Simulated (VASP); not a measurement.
# CdS (gw) (F-43m) in VASP: single point with PBE

Aim: the single point of CdS (gw) with PBE.

All numbers are computed with VASP 6.6.1; they aren't measurements. Logs are shortened: lines on timing, memory, paths and dates and some standing lists are left out, and cuts for length are marked.

**1. The cell of the first run**

The structure is cubic, space group F-43m (No. 216). The conventional cell has a = 5.824 Å, b = 5.824 Å, c = 5.824 Å, α = 90.00°, β = 90.00°, γ = 90.00°. Within 3.3 Å of Cd (site symmetry -43m) lie 4 S at 2.52 Å. Within 3.3 Å of S (site symmetry -43m) lie 4 Cd at 2.52 Å.

**2. Single point, PBE**

INCAR reads:

```
PREC = Accurate
ENCUT = 500
EDIFF = 1E-6
ISMEAR = 0
SIGMA = 0.01
LREAL = F
LASPH = T
NELM = 120
ALGO = Normal
ISIF = 2
LWAVE = F
LCHARG = F
GGA = PE
NBANDS = 16
GGA_COMPAT = F
```

KPOINTS reads:

```
Automatic mesh
0
Gamma
  4 4 4
```

POSCAR reads:

```
CdS
1.0
    0.0000000000      2.9119467872      2.9119467872
    2.9119467872      0.0000000000      2.9119467872
    2.9119467872      2.9119467872      0.0000000000
Cd S
1 1
Direct
    0.0000000000      0.0000000000      0.0000000000
    0.7500000000      0.7500000000      0.7500000000
```

Potentials or basis: VASP PAW PBE potentials, release 64 (Cd, S).

Command:

```console
cat potpaw_PBE.64/Cd/POTCAR potpaw_PBE.64/S/POTCAR > POTCAR
mpirun -np 1 vasp_std > vasp.out
```

OUTCAR:

```text
PREC = Accurate
   ENCUT = 500
   EDIFF = 1E-6
   ISMEAR = 0
   LREAL = F
   LASPH = T
   NELM = 120
   ISIF = 2
   GGA = PE

 ion  position               nearest neighbor table
   1  0.000  0.000  0.000-   2 2.52   2 2.52   2 2.52   2 2.52
   2  0.750  0.750  0.750-   1 2.52   1 2.52   1 2.52   1 2.52

  LATTYP: Found a face centered cubic cell.
 ALAT       =     5.8238935744

  Lattice vectors:

 A1 = (   0.0000000000,   2.9119467872,   2.9119467872)
 A2 = (   2.9119467872,   0.0000000000,   2.9119467872)
 A3 = (   2.9119467872,   2.9119467872,   0.0000000000)

Analysis of symmetry for initial positions (statically):
=====================================================================
 Subroutine PRICEL returns:
 Original cell was already a primitive cell.

 Routine SETGRP: Setting up the symmetry group for a
 face centered cubic supercell.

 Subroutine GETGRP returns: Found 24 space group operations
 (whereof 24 operations were pure point group operations)
 out of a pool of 48 trial point group operations.

The static configuration has the point symmetry T_d .

Analysis of symmetry for dynamics (positions and initial velocities):
=====================================================================
 Subroutine PRICEL returns:
 Original cell was already a primitive cell.

 Routine SETGRP: Setting up the symmetry group for a
 face centered cubic supercell.

 Subroutine GETGRP returns: Found 24 space group operations
 (whereof 24 operations were pure point group operations)
 out of a pool of 48 trial point group operations.

The dynamic configuration has the point symmetry T_d .

 Subroutine INISYM returns: Found 24 space group operations
 (whereof 24 operations are pure point group operations),
 and found     1 'primitive' translations

----------------------------------------------------------------------------------------

                                     Primitive cell

  volume of cell :      49.3833

  direct lattice vectors                    reciprocal lattice vectors
     0.000000000  2.911946787  2.911946787    -0.171706434  0.171706434  0.171706434
     2.911946787  0.000000000  2.911946787     0.171706434 -0.171706434  0.171706434
     2.911946787  2.911946787  0.000000000     0.171706434  0.171706434 -0.171706434

  length of vectors
     4.118114639  4.118114639  4.118114639     0.297404268  0.297404268  0.297404268

[... 61 lines left out ...]
   ENCUT  =  500.0 eV  36.75 Ry    6.06 a.u.   7.51  7.51  7.51*2*pi/ulx,y,z
   NELM   =    120;   NELMIN=  2; NELMDL= -5     # of ELM steps
   EDIFF  = 0.1E-05   stopping-criterion for ELM
   LREAL  =      F    real-space projection
   EDIFFG = 0.1E-04   stopping-criterion for IOM
   NSW    =      0    number of steps for IOM
   IBRION =     -1    ionic relax: 0-MD 1-quasi-New 2-CG
   NFREE  =      0    steps in history (QN), initial steepest desc. (CG)
   ISIF   =      2    stress and relaxation
   ISYM   =      2    0-nonsym 1-usesym 2-fastsym
   POTIM  = 0.5000    time-step for ionic-motion
   TEBEG  =    0.0;   TEEND  =   0.0 temperature during run
   PSTRESS=    0.0 pullay stress
   NELECT =      18.0000    total number of electrons
   NUPDOWN=      -1.0000    fix difference up-down
   EMIN   =  10.00;   EMAX   =-10.00  energy-range for DOS
   EFERMI =   0.00;   METHOD = LEGACY
   ISMEAR =     0;   SIGMA  =   0.01  broadening in eV -4-tet -1-fermi 0-gaus
   EFERMI_NEDOS =   21; number of points for ismear=-14 and -15
   IALGO  =     38    algorithm
   IMIX   =      4    mixing-type and parameters
     AMIX     =   0.40;   BMIX     =  1.00
     AMIX_MAG =   1.60;   BMIX_MAG =  1.00
  volume/ion in A,a.u.               =      24.69       166.63
  Fermi-wavevector in a.u.,A,eV,Ry     =   1.169425  2.209892 18.606701  1.367554
  Thomas-Fermi vector in A             =   2.305898
   LORBIT       =      0    0 simple, 1 ext, 2 COOP (PROOUT), +10 PAW based schemes
   GGA     = PE    functional components
   LHFCALC =     F    Hartree Fock is set to
   AEXX    =    0.0000 exact exchange contribution
   IVDW    =     0    specifies the selected vdW correction
   LEPSILON=     F    determine dielectric tensor
   LRPA    =     F    only Hartree local field effects (RPA)
 non-spin polarized calculation
 Gauss-broadening in eV      SIGMA  =   0.01
  energy-cutoff  :      500.00
  volume of cell :       49.38
 maximum number of plane-waves:      1283
   NGX = 15   NGY = 15   NGZ = 15

 number of electron      18.0000004 magnetization

 Free energy of the ion-electron system (eV)
  ---------------------------------------------------
  ext. energy  EPLUGINS =         0.00000000
  ---------------------------------------------------
  free energy    TOTEN  =        -6.08266608 eV

  energy without entropy =       -6.08266608  energy(sigma->0) =       -6.08266608

 E-fermi :   1.4738     XC(G=0):  -9.1624

 val. band max:        1.3779629123   @ k =   0.0000   0.0000   0.0000
 cond. band min:       2.5266660264   @ k =   0.0000   0.0000   0.0000
 fundamental gap:      1.1487031142
 Fermi energy:         1.4737805353

 k-point     1 :       0.0000    0.0000    0.0000
  band No.  band energies     occupation
      1     -11.0186      2.00000
      2      -6.3887      2.00000
      3      -6.3887      2.00000
      4      -6.3887      2.00000
      5      -5.9049      2.00000
      6      -5.9049      2.00000
[... 129 lines left out ...]
      3      -6.1337      2.00000
      4      -5.9443      2.00000
      5      -5.8975      2.00000
      6      -5.2637      2.00000
[... 8 lines left out ...]
     15      14.6080      0.00000
     16      14.7088      0.00000

------------------------ aborting loop because EDIFF is reached ----------------------------------------

  FORCE on cell =-STRESS in cart. coord.  units (eV):
  Direction    XX          YY          ZZ          XY          YZ          ZX
  --------------------------------------------------------------------------------------
  -------------------------------------------------------------------------------------
  Total        1.1347894      1.1347894      1.1347894      0.0000000     -0.0000000      0.0000000
  in kB       36.8167599     36.8167599     36.8167599      0.0000000     -0.0000000      0.0000000
  external PRESSURE =      36.8167599 kB  Pullay stress =       0.0000000 kB

 VOLUME and BASIS-vectors are now :
 -----------------------------------------------------------------------------
  energy-cutoff  :      500.00
  volume of cell :       49.38
      direct lattice vectors                 reciprocal lattice vectors
     0.000000000  2.911946787  2.911946787    -0.171706434  0.171706434  0.171706434
     2.911946787  0.000000000  2.911946787     0.171706434 -0.171706434  0.171706434
     2.911946787  2.911946787  0.000000000     0.171706434  0.171706434 -0.171706434

 POSITION                                       TOTAL-FORCE (eV/Angst)
 -----------------------------------------------------------------------------------
      0.00000      0.00000      0.00000         0.000000      0.000000      0.000000
      4.36792      4.36792      4.36792        -0.000000     -0.000000     -0.000000
 -----------------------------------------------------------------------------------
    total drift:                                0.000000      0.000000      0.000000

  FREE ENERGIE OF THE ION-ELECTRON SYSTEM (eV)
  ---------------------------------------------------
  free  energy   TOTEN  =        -6.0826660817 eV

  energy  without entropy=       -6.0826660817  energy(sigma->0) =       -6.08266608
```

OSZICAR:

```text
N       E                     dE             d eps       ncg     rms          rms(c)
DAV:   1     0.110807113436E+03    0.11081E+03   -0.86181E+03   256   0.982E+02
DAV:   2    -0.232099866462E+01   -0.11313E+03   -0.10704E+03   320   0.250E+02
DAV:   3    -0.661472446046E+01   -0.42937E+01   -0.42887E+01   304   0.528E+01
DAV:   4    -0.664087842869E+01   -0.26154E-01   -0.26151E-01   352   0.408E+00
DAV:   5    -0.664120249440E+01   -0.32407E-03   -0.32407E-03   280   0.421E-01    0.819E+00
DAV:   6    -0.610306932937E+01    0.53813E+00   -0.83083E-01   360   0.117E+01    0.659E+00
DAV:   7    -0.608195950661E+01    0.21110E-01   -0.21142E-01   312   0.313E+00    0.318E+00
DAV:   8    -0.608253531305E+01   -0.57581E-03   -0.20144E-02   288   0.180E+00    0.322E-01
DAV:   9    -0.608246566176E+01    0.69651E-04   -0.25267E-03   296   0.749E-01    0.600E-02
DAV:  10    -0.608258221713E+01   -0.11656E-03   -0.27781E-04   264   0.185E-01    0.681E-02
DAV:  11    -0.608267434310E+01   -0.92126E-04   -0.14867E-04   280   0.100E-01    0.220E-02
DAV:  12    -0.608266493868E+01    0.94044E-05   -0.30561E-05   360   0.736E-02    0.110E-02
DAV:  13    -0.608266654269E+01   -0.16040E-05   -0.57579E-06   280   0.141E-02    0.153E-02
DAV:  14    -0.608266608172E+01    0.46097E-06   -0.50789E-07   240   0.426E-03
   1 F= -.60826661E+01 E0= -.60826661E+01  d E =-.354477E-43
```

stdout:

```text
POSCAR found type information on POSCAR CdS
 POSCAR found :  2 types and       2 ions
 scaLAPACK will be used
 LDA part: xc-table for (Slater+PW92), standard interpolation
 POSCAR, INCAR and KPOINTS ok, starting setup
 FFT: planning ... GRIDC
 FFT: planning ... GRID_SOFT
 FFT: planning ... GRID
 WAVECAR not read
 entering main loop
```

Run time: 6 s. Hardware: 1 thread of AMD EPYC 9R45 (Zen 5), shared host; peak memory 0.13 GiB.

Results:

```yaml
Free_energy: -6.0827 eV
Pressure: 3.7 GPa
Band_gap_on_the_k_mesh: 1.15 eV, direct
```

Caveat: the k points lie up to 0.47 Å⁻¹ apart.
